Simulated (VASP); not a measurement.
Set up this calculation in VASP 6.6.1, as the native input.

```
Task                   : single point
Functional             : PBEsol
Potentials or basis    : VASP PAW PBE potentials, release 64 (Al, N)
Cutoff                 : 520 eV
k mesh                 : 10 × 10 × 10
Occupations            : gaussian, width 0.05 eV
Spin                   : no spin polarisation
Dipole correction      : no
Further INCAR settings : ALGO = Normal; EDIFF = 1e-06; NBANDS = 11
```

The structure of AlN lies in POSCAR:

```
AlN
1.0
    0.0000000000      2.0345180000      2.1158987200
    2.0345180000      0.0000000000      2.1158987200
    2.0345180000      2.0345180000      0.0000000000
Al N
1 1
Direct
    0.5000000000      0.5000000000      0.5000000000
    0.0000000000      0.0000000000      0.0000000000
```

This cell differs from its parent crystal: strain +0.0400 x Voigt [0, 0, 1, 0, 0, 0].

These files were run (other wordings do the same):

INCAR

```
  PREC = Accurate
  ENCUT = 520
  EDIFF = 1E-6
  ISMEAR = 0
  SIGMA = 0.05
  LREAL = False
  LASPH = True
  NELM = 100
  ALGO = Normal
  ISIF = 2
  LWAVE = False
  LCHARG = True
  GGA = PS
  LELF = True
  LVHAR = True
  NBANDS = 11
```

KPOINTS

```
Automatic mesh
0
Gamma
  10 10 10
```

Potentials or basis: VASP PAW PBE potentials, release 64 (Al, N).

Command:

```sh
$ cat potpaw_PBE.64/Al/POTCAR potpaw_PBE.64/N/POTCAR > POTCAR
$ mpirun -np 1 vasp_std > vasp.out
```

It gave:

| Property | Result |
| --- | --- |
| Pressure | -12.8 GPa |
| Band gap on the k mesh | 3.74 eV, indirect (least direct gap 4.66 eV) |

Caveat: the cell differs from its parent crystal (strain +0.0400 x Voigt [0, 0, 1, 0, 0, 0]); the PAW data sets were made with another functional, which shifts forces and pressure a little.

Run time: 21 s on 1 thread of Intel Xeon 8259CL, on a shared host, peak memory 0.15 GiB.
